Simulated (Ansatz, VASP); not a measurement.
# GaAs in VASP and in Ansatz

```xyz
4
Lattice="4.2383 0.0000 0.0000 -2.1192 3.6705 0.0000 0.0000 0.0000 5.7296" Properties=species:S:1:pos:R:3 pbc="T T T"
Ga    0.0000    2.4470    1.4324
Ga    2.1192    1.2235    4.2972
As    2.1192    1.2235    1.4324
As    0.0000    2.4470    4.2972
```

Alike in both runs: task single point; functional r2SCAN; dispersion rVV10; k mesh 12 × 12 × 6; occupations fermi-dirac, width 0.03 eV; no spin polarisation.

|  | VASP | Ansatz |
| --- | --- | --- |
| version | VASP 6.6.1 | Ansatz 0.2.0 |
| potentials or method | VASP PAW PBE potentials, release 64 (Ga_d, As) | plane waves, PAW |
| plane-wave cutoff (eV) | 520 | 500 |
| valence electrons in the cell | 36 | 56 |

|  | VASP | Ansatz | Ansatz less VASP |
| --- | --- | --- | --- |
| pressure (GPa) | 0.1 | -0.1 | -0.17 |
| traceless stress, the component that is largest in VASP (GPa) | 0.77 | 0.90 | +0.125 |

VASP's potentials were made for PBE, not for r2SCAN. VASP's potentials hold 36 valence electrons a cell and Ansatz's 56, so a difference there can come from the potentials and not from the codes.
